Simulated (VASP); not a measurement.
Input of a VASP 6.6.1 run:

File INCAR:

```
SYSTEM = ZnS
PREC = Accurate ; ENCUT = 520
EDIFF = 1E-6 ; ISMEAR = 0
SIGMA = 0.01 ; LREAL = .FALSE.
LASPH = .TRUE. ; NELM = 80
ALGO = Normal ; ISIF = 2
LWAVE = .FALSE. ; LCHARG = .FALSE.
GGA = PS ; NBANDS = 16
```

File KPOINTS:

```
regular mesh
0
G
  8 8 8
  0 0 0
```

POSCAR

```
ZnS
1.0
    0.0000000000      2.5568124140      2.5568124140
    2.5568124140      0.0000000000      2.5568124140
    2.5568124140      2.5568124140      0.0000000000
Zn S
1 1
Direct
    0.7500000000      0.7500000000      0.7500000000
    0.0000000000      0.0000000000      0.0000000000
```

Potentials or basis: VASP PAW PBE potentials, release 64 (Zn, S).

Command:

```console
$ cat potpaw_PBE.64/Zn/POTCAR potpaw_PBE.64/S/POTCAR > POTCAR
$ mpirun -np 1 vasp_std > vasp.out
```

Q: What does it give for the pressure?

A: 15.3 GPa.

Q: What does it give for the band gap on the k mesh?

A: 2.72 eV, direct.

Caveat: the PAW data sets were made with another functional, which shifts forces and pressure a little. A k mesh can miss the band edges.
